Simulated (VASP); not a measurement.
**MgS (m.bB): single point with PBE**

Crystal: MgS (m.bB).

```xyz
2
Lattice="0.0000 2.5950 2.5950 2.5950 0.0000 2.5950 2.5950 2.5950 0.0000" Properties=species:S:1:pos:R:3 pbc="T T T"
Mg    0.0000    0.0000    0.0000
S     2.5950    2.5950    2.5950
```

```json
{
  "Program": "VASP 6.6.1",
  "Task": "single point",
  "Functional": "PBE",
  "Potentials or basis": "VASP PAW PBE potentials, release 64 (Mg, S)",
  "Cutoff": "600 eV",
  "k mesh": "6 × 6 × 6",
  "Occupations": "gaussian, width 0.1 eV",
  "Spin": "no spin polarisation",
  "Dipole correction": "no",
  "Further INCAR settings": "ALGO = Normal; EDIFF = 1e-06; NBANDS = 11"
}
```

The pressure is 1.5 GPa. The band gap on the k mesh is 2.79 eV, indirect (least direct gap 3.77 eV).

Levels at points of the mesh, in eV from the valence-band top:
```
           k point  band 1  band 2  band 3  band 4  band 5  band 6  band 7  band 8
(0.00, 0.00, 0.00)  -12.71    0.00    0.00    0.00    3.77    7.95    7.95    7.95
(0.50, 0.00, 0.00)  -11.39   -4.87   -0.60   -0.60    4.56    6.92    6.92   10.20
(0.50, 0.50, 0.00)  -11.01   -4.23   -1.70   -1.70    2.79    4.37   12.08   12.84
```

Run time: 8.6 s on 1 thread of Intel Xeon 6975P-C (shared host), peak memory 0.16 GiB.

A k mesh can miss the band edges. PBE gaps usually lie below the measured ones, often by a third to a half.
